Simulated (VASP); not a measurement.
# Cr (Im-3m) in VASP: further runs, part 2 of 3

VASP 6.6.1.

## (3) Single point, PBE

INCAR reads:

```
SYSTEM = Cr
PREC     = Accurate       ! precision mode
ENCUT    = 520            ! plane-wave cutoff, eV
EDIFF    = 1E-6           ! SCF threshold, eV
ISMEAR   = 1              ! smearing method
SIGMA    = 0.6            ! smearing width, eV
LREAL    = .FALSE.        ! projectors in reciprocal space
LASPH    = .TRUE.         ! aspherical terms in the spheres
NELM     = 60             ! most SCF steps
ALGO     = Normal         ! electronic algorithm
ISIF     = 2              ! what is computed and relaxed
LWAVE    = .FALSE.        ! write WAVECAR
LCHARG   = .FALSE.        ! write CHGCAR
GGA      = PE             ! functional
NBANDS   = 12             ! bands
```

KPOINTS reads:

```
regular mesh
0
G
  15 15 15
  0 0 0
```

POSCAR reads:

```
Cr
1.0
   -1.4243177237      1.4243177237      1.4243177237
    1.4243177237     -1.4243177237      1.4243177237
    1.4243177237      1.4243177237     -1.4243177237
Cr
1
Direct
    0.0000000000      0.0000000000      0.0000000000
```

Potentials or basis: VASP PAW PBE potentials, release 64 (Cr_pv).

On the command line:

```
> cat potpaw_PBE.64/Cr_pv/POTCAR > POTCAR
> mpirun -np 1 vasp_std > vasp.out
```

Run time: 8.2 s. Hardware: 1 thread of Intel Xeon 6975P-C, shared host; peak memory 0.13 GiB.

Results (log left out):

| Quantity | Value |
| --- | --- |
| Free energy | -9.5057 eV |
| Pressure | -1.2 GPa |
| Band gap on the k mesh | zero (band 6 reaches 13.27 eV, above the bottom of band 7 at 10.05 eV) |

Levels at points of the mesh, in eV from the Fermi level:
```tsv
k point	band 2	band 3	band 4	band 5	band 6	band 7	band 8	band 9	band 10	band 11
(0.00, 0.00, 0.00)	-42.74	-42.74	-7.86	-0.92	-0.92	-0.92	1.14	1.14	7.10	22.30
```

Caveat: the run has no spin polarisation, though such a crystal can be magnetic.

## (4) Single point, PBE

INCAR reads:

```
SYSTEM = Cr
PREC     = Accurate       ! precision mode
ENCUT    = 520            ! plane-wave cutoff, eV
EDIFF    = 1E-6           ! SCF threshold, eV
ISMEAR   = 1              ! smearing method
SIGMA    = 1.0            ! smearing width, eV
LREAL    = .False.        ! projectors in reciprocal space
LASPH    = .True.         ! aspherical terms in the spheres
NELM     = 100            ! most SCF steps
ALGO     = Normal         ! electronic algorithm
ISIF     = 2              ! what is computed and relaxed
LWAVE    = .False.        ! write WAVECAR
LCHARG   = .False.        ! write CHGCAR
GGA      = PE             ! functional
NBANDS   = 12             ! bands
```

KPOINTS reads:

```
Automatic mesh
0
Gamma
  15 15 15
  0 0 0
```

POSCAR is that of step 3.

Potentials or basis: VASP PAW PBE potentials, release 64 (Cr_pv).

On the command line:

```
> cat potpaw_PBE.64/Cr_pv/POTCAR > POTCAR
> mpirun -np 1 vasp_std > vasp.out
```

OUTCAR:

```text
SYSTEM = Cr
   PREC = Accurate
   ENCUT = 520
   EDIFF = 1E-6
   ISMEAR = 1
   LREAL = .False.
   LASPH = .True.
   NELM = 100
   ISIF = 2
   GGA = PE

 ion  position               nearest neighbor table
   1  0.000  0.000  0.000-

  LATTYP: Found a body centered cubic cell.
 ALAT       =     2.8486354474

  Lattice vectors:

 A1 = (  -1.4243177237,   1.4243177237,   1.4243177237)
 A2 = (   1.4243177237,  -1.4243177237,   1.4243177237)
 A3 = (   1.4243177237,   1.4243177237,  -1.4243177237)

Analysis of symmetry for initial positions (statically):
=====================================================================
 Subroutine PRICEL returns:
 Original cell was already a primitive cell.

 Routine SETGRP: Setting up the symmetry group for a
 body centered cubic supercell.

 Subroutine GETGRP returns: Found 48 space group operations
 (whereof 48 operations were pure point group operations)
 out of a pool of 48 trial point group operations.

The static configuration has the point symmetry O_h .

Analysis of symmetry for dynamics (positions and initial velocities):
=====================================================================
 Subroutine PRICEL returns:
 Original cell was already a primitive cell.

 Routine SETGRP: Setting up the symmetry group for a
 body centered cubic supercell.

 Subroutine GETGRP returns: Found 48 space group operations
 (whereof 48 operations were pure point group operations)
 out of a pool of 48 trial point group operations.

The dynamic configuration has the point symmetry O_h .

 Subroutine INISYM returns: Found 48 space group operations
 (whereof 48 operations are pure point group operations),
 and found     1 'primitive' translations

----------------------------------------------------------------------------------------

                                     Primitive cell

  volume of cell :      11.5579

  direct lattice vectors                    reciprocal lattice vectors
    -1.424317724  1.424317724  1.424317724     0.000000000  0.351045270  0.351045270
     1.424317724 -1.424317724  1.424317724     0.351045270  0.000000000  0.351045270
     1.424317724  1.424317724 -1.424317724     0.351045270  0.351045270  0.000000000

  length of vectors
     2.466990664  2.466990664  2.466990664     0.496452982  0.496452982  0.496452982

  position of ions in fractional coordinates (direct lattice)
     0.000000000  0.000000000  0.000000000

  ion indices of the primitive-cell ions
   primitive index   ion index
                 1           1

----------------------------------------------------------------------------------------

 KPOINTS: Automatic mesh

Automatic generation of k-mesh.
 Grid dimensions read from file:
 generate k-points for:   15   15   15

 Generating k-lattice:

  Cartesian coordinates                     Fractional coordinates (reciprocal lattice)
     0.000000000  0.023403018  0.023403018     0.066666667  0.000000000  0.000000000
     0.023403018  0.000000000  0.023403018     0.000000000  0.066666667  0.000000000
     0.023403018  0.023403018  0.000000000     0.000000000  0.000000000  0.066666667

  Length of vectors
     0.033096865  0.033096865  0.033096865

  Shift w.r.t. Gamma in fractional coordinates (k-lattice)
     0.000000000  0.000000000  0.000000000

 Subroutine IBZKPT returns following result:
 ===========================================

 Found    120 irreducible k-points:

 Following reciprocal coordinates:
            Coordinates               Weight
  0.000000  0.000000  0.000000      1.000000
  0.066667  0.000000  0.000000     12.000000
  0.133333  0.000000  0.000000     12.000000
  0.200000  0.000000  0.000000     12.000000
  0.266667  0.000000  0.000000     12.000000
  0.333333  0.000000  0.000000     12.000000
[... 16 lines left out ...]
  0.333333  0.200000 -0.000000     48.000000
  0.400000  0.200000  0.000000     24.000000
 [... further k-points ...]
   k-points           NKPTS =    120   k-points in BZ     NKDIM =    120   number of bands    NBANDS=     12
   number of dos      NEDOS =    301   number of ions     NIONS =      1
   total plane-waves  NPLWV =   5832
   dimension x,y,z NGX =    18 NGY =   18 NGZ =   18
   dimension x,y,z NGXF=    36 NGYF=   36 NGZF=   36
   ions per type =               1
   NGX,Y,Z   is equivalent  to a cutoff of  12.13, 12.13, 12.13 a.u.
   NGXF,Y,Z  is equivalent  to a cutoff of  24.26, 24.26, 24.26 a.u.
 SYSTEM =  Cr
   PREC   = accura    normal or accurate (medium, high low for compatibility)
   ISTART =      0    job   : 0-new  1-cont  2-samecut
   ICHARG =      2    charge: 1-file 2-atom 10-const
   ISPIN  =      1    spin polarized calculation?
   LNONCOLLINEAR =      F non collinear calculations
   LSORBIT =      F    spin-orbit coupling
   LASPH  =      T    aspherical Exc in radial PAW
   ENCUT  =  520.0 eV  38.22 Ry    6.18 a.u.   4.59  4.59  4.59*2*pi/ulx,y,z
   NELM   =    100;   NELMIN=  2; NELMDL= -5     # of ELM steps
   EDIFF  = 0.1E-05   stopping-criterion for ELM
   LREAL  =      F    real-space projection
   EDIFFG = 0.1E-04   stopping-criterion for IOM
   NSW    =      0    number of steps for IOM
   IBRION =     -1    ionic relax: 0-MD 1-quasi-New 2-CG
   NFREE  =      0    steps in history (QN), initial steepest desc. (CG)
   ISIF   =      2    stress and relaxation
   ISYM   =      2    0-nonsym 1-usesym 2-fastsym
   POTIM  = 0.5000    time-step for ionic-motion
   TEBEG  =    0.0;   TEEND  =   0.0 temperature during run
   PSTRESS=    0.0 pullay stress
   NELECT =      12.0000    total number of electrons
   NUPDOWN=      -1.0000    fix difference up-down
   EMIN   =  10.00;   EMAX   =-10.00  energy-range for DOS
   EFERMI =   0.00;   METHOD = LEGACY
   ISMEAR =     1;   SIGMA  =   1.00  broadening in eV -4-tet -1-fermi 0-gaus
   EFERMI_NEDOS =   21; number of points for ismear=-14 and -15
   IALGO  =     38    algorithm
   IMIX   =      4    mixing-type and parameters
     AMIX     =   0.40;   BMIX     =  1.00
     AMIX_MAG =   1.60;   BMIX_MAG =  1.00
  volume/ion in A,a.u.               =      11.56        78.00
  Fermi-wavevector in a.u.,A,eV,Ry     =   1.657709  3.132616 37.388811  2.748000
  Thomas-Fermi vector in A             =   2.745415
   LORBIT       =      0    0 simple, 1 ext, 2 COOP (PROOUT), +10 PAW based schemes
   GGA     = PE    functional components
   LHFCALC =     F    Hartree Fock is set to
   AEXX    =    0.0000 exact exchange contribution
   IVDW    =     0    specifies the selected vdW correction
   LEPSILON=     F    determine dielectric tensor
   LRPA    =     F    only Hartree local field effects (RPA)
 non-spin polarized calculation
 Methfessel and Paxton  Order N= 1 SIGMA  =   1.00
  energy-cutoff  :      520.00
  volume of cell :       11.56
 maximum number of plane-waves:       324
   NGX =  9   NGY =  9   NGZ =  9

 number of electron      11.9999993 magnetization

 Free energy of the ion-electron system (eV)
  ---------------------------------------------------
  ext. energy  EPLUGINS =         0.00000000
  ---------------------------------------------------
  free energy    TOTEN  =        -9.46046416 eV

  energy without entropy =       -9.62240046  energy(sigma->0) =       -9.51444293

 E-fermi :  10.8974     XC(G=0): -13.6711

 val. band max:       10.8889992417   @ k =  -0.4667   0.4667   0.0667
 cond. band min:      10.9247231036   @ k =  -0.1333   0.2000   0.0667
 fundamental gap:      0.0357238619
 Fermi energy:        10.8973941894

 k-point     1 :       0.0000    0.0000    0.0000
  band No.  band energies     occupation
      1     -31.7818      2.00000
      2     -31.7818      2.00000
      3     -31.7818      2.00000
      4       3.1079      2.00000
      5      10.0405      2.00641
      6      10.0405      2.00641
      7      10.0405      2.00641
      8      12.0911     -0.07061
      9      12.0911     -0.07061
     10      18.0502     -0.00000
     11      33.2625      0.00000
     12      33.2625      0.00000

 k-point     2 :       0.0667    0.0000    0.0000
  band No.  band energies     occupation
      1     -31.8231      2.00000
      2     -31.7944      2.00000
      3     -31.7820      2.00000
      4       3.3028      2.00000
      5       9.9653      2.03314
      6      10.0276      2.01161
      7      10.1723      1.93666
      8      12.0075     -0.06621
      9      12.0965     -0.07071
     10      18.0501     -0.00000
     11      32.8025      0.00000
     12      33.2025      0.00000
[... 316 lines left out ...]
 k-point    24 :       0.4000    0.2000    0.0000
  band No.  band energies     occupation
      1     -32.5808      2.00000
      2     -32.1981      2.00000
      3     -31.8725      2.00000
      4       7.4155      2.00001
      5       8.5994      2.00544
      6       9.8323      2.06127
      7      12.0414     -0.06868
      8      12.6826     -0.03001
      9      16.6550     -0.00000
     10      18.0431     -0.00000
     11      20.7853     -0.00000
     12      24.8567     -0.00000

 [... further k-points ...]
[... 5 lines left out ...]
  --------------------------------------------------------------------------------------
  -------------------------------------------------------------------------------------
  Total       -0.2105703     -0.2105703     -0.2105703     -0.0000000      0.0000000      0.0000000
  in kB      -29.1895287    -29.1895287    -29.1895287     -0.0000000      0.0000000      0.0000000
  external PRESSURE =     -29.1895287 kB  Pullay stress =       0.0000000 kB

 VOLUME and BASIS-vectors are now :
 -----------------------------------------------------------------------------
  energy-cutoff  :      520.00
  volume of cell :       11.56
      direct lattice vectors                 reciprocal lattice vectors
    -1.424317724  1.424317724  1.424317724     0.000000000  0.351045270  0.351045270
     1.424317724 -1.424317724  1.424317724     0.351045270  0.000000000  0.351045270
     1.424317724  1.424317724 -1.424317724     0.351045270  0.351045270  0.000000000

 POSITION                                       TOTAL-FORCE (eV/Angst)
 -----------------------------------------------------------------------------------
      0.00000      0.00000      0.00000        -0.000000     -0.000000      0.000000
 -----------------------------------------------------------------------------------
    total drift:                                0.000000      0.000000      0.000000

  FREE ENERGIE OF THE ION-ELECTRON SYSTEM (eV)
  ---------------------------------------------------
  free  energy   TOTEN  =        -9.4604641593 eV

  energy  without entropy=       -9.6224004648  energy(sigma->0) =       -9.51444293
```

Run time: 8.7 s. Hardware: 1 thread of Intel Xeon 6975P-C, shared host; peak memory 0.13 GiB.

What came out:

* Free energy: -9.4605 eV
* Pressure: -2.9 GPa
* Band gap on the k mesh: zero (band 6 reaches 13.26 eV, above the bottom of band 7 at 10.04 eV)

Caveat: the run has no spin polarisation, though such a crystal can be magnetic.

(Continued in part 3 of 3.)
